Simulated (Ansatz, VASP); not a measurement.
One calculation of BN, two programs

```
B N
1.0
     1.25306    0.72345    3.29392
    -1.25306    0.72345    3.29392
     0.00000   -1.44690    3.29392
B N
1 1
Direct
  0.99970 0.99970 0.99970
  0.33274 0.33274 0.33274
```

Alike in both runs: functional PBE; dispersion D3(BJ); k mesh 12 × 12 × 12; no spin polarisation.

Ansatz relaxed the structure, and its values are those at the end. VASP's run is a single point on that final structure, the one shown.

|  | VASP | Ansatz |
| --- | --- | --- |
| version | VASP 6.6.1 | Ansatz 0.2.0 |
| potentials or method | VASP PAW PBE potentials, release 64 (B, N), cutoff 520 eV | scalar-relativistic, plane waves, PAW |
| occupations | gaussian, width 0.01 eV | fixed |
| valence electrons in the cell | 8 | 8 |

```csv
,VASP,Ansatz,Ansatz less VASP
gap on the k mesh at the Fermi level (eV),4.23,4.24,+0.007
least direct gap on the mesh (eV),4.69,4.69,+0.003
pressure (GPa),0.1,0.0,-0.07
```
